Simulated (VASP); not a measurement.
# SnTe: single point with PBEsol-based screened hybrid with 25 % exact exchange

Crystal: SnTe.

```xyz
2
Lattice="0.0000 3.1083 3.1083 3.1083 0.0000 3.1083 3.1083 3.1083 0.0000" Properties=species:S:1:pos:R:3 pbc="T T T"
Te    3.1083    3.1083    3.1083
Sn    0.0000    0.0000    0.0000
```

```json
{
 "Program": "VASP 6.6.1",
 "Task": "single point",
 "Functional": "PBEsol-based screened hybrid with 25 % exact exchange",
 "Potentials or basis": "VASP PAW PBE potentials, release 64 (Te, Sn_d)",
 "Cutoff": "520 eV",
 "k mesh": "4 × 4 × 4",
 "Occupations": "fermi-dirac, width 0.05 eV",
 "Spin": "no spin polarisation",
 "Dipole correction": "no",
 "Grid for exact exchange (PRECFOCK)": "Normal",
 "Share of exact exchange": "0.25",
 "Further INCAR settings": "ALGO = Normal; EDIFF = 1e-06; NBANDS = 17",
 "Screening parameter": "0.207 1/Å"
}
```

The pressure is 0.6 GPa and the band gap on the k mesh is 0.23 eV.

Levels at points of the mesh, in eV from the valence-band top:
```csv
k point,band 6,band 7,band 8,band 9,band 10,band 11,band 12,band 13,band 14,band 15
"(0.00, 0.00, 0.00)",-14.66,-4.99,-2.68,-2.68,-2.68,3.93,3.93,3.93,5.06,5.06
"(0.50, 0.00, 0.00)",-13.09,-9.66,-2.31,-2.31,0.00,0.23,0.42,0.42,8.45,9.54
"(0.50, 0.50, 0.00)",-12.71,-7.25,-6.73,-4.56,-4.56,2.18,5.76,5.76,7.44,9.78
```

Run time: 16 min on 1 thread of AMD EPYC 7R43 64-Core Processor (Zen 3), with other jobs on the host, peak memory 0.27 GiB.

Caveat: the k points lie up to 0.44 Å⁻¹ apart; the PAW data sets were made with another functional, which shifts forces and pressure a little; spin-orbit coupling is left out, which moves the levels of the heavy elements. A k mesh can miss the band edges.
